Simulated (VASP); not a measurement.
Set up this calculation in VASP 6.6.1, as the native input.

* Task: electric field gradients
* Functional: LDA
* Potentials or basis: VASP PAW LDA potentials, release 64 (La, Ge_d, Rh_pv)
* Cutoff: 520 eV
* k mesh: 12 × 12 × 12
* Occupations: fermi-dirac, width 0.08 eV
* Spin: no spin polarisation
* Dipole correction: no
* Further INCAR settings: ALGO = Normal; EDIFF = 1e-08; NBANDS = 42

The structure of LaGe2Rh2 lies in POSCAR:

```
LaGe2Rh2
1.0
   -2.0971309614      2.0971309614      5.3035912840
    2.0971309614     -2.0971309614      5.3035912840
    2.0971309614      2.0971309614     -5.3035912840
La Ge Rh
1 2 2
Direct
    0.0000000000      0.0000000000      0.0000000000
    0.6278911800      0.6278911800      0.0000000000
    0.3721088200      0.3721088200      0.0000000000
    0.7500000000      0.2500000000      0.5000000000
    0.2500000000      0.7500000000      0.5000000000
```

The input as run:

INCAR

```
PREC = Accurate ; ENCUT = 520
EDIFF = 1E-8 ; ISMEAR = -1
SIGMA = 0.08 ; LREAL = F
LASPH = T ; NELM = 100
ALGO = Normal ; ISIF = 2
LWAVE = F ; LCHARG = F
LEFG = T ; NBANDS = 42
```

KPOINTS

```
Automatic mesh
0
Gamma
  12 12 12
```

Potentials or basis: VASP PAW LDA potentials, release 64 (La, Ge_d, Rh_pv).

Run with:

```console
$ cat potpaw_LDA.64/La/POTCAR potpaw_LDA.64/Ge_d/POTCAR potpaw_LDA.64/Rh_pv/POTCAR > POTCAR
$ mpirun -np 1 vasp_std > vasp.out
```

Results of the run:

- Pressure: -6.1 GPa
- Largest force: 0.148 eV/Å

Caveat: without QUAD_EFG the Cq values of the log hold for a quadrupole moment of 1 mb, not for the nuclei.

Wall time 14 min on 1 thread of Intel(R) Xeon(R) Platinum 8488C (Sapphire Rapids), with other jobs on the host, peak memory 0.74 GiB.
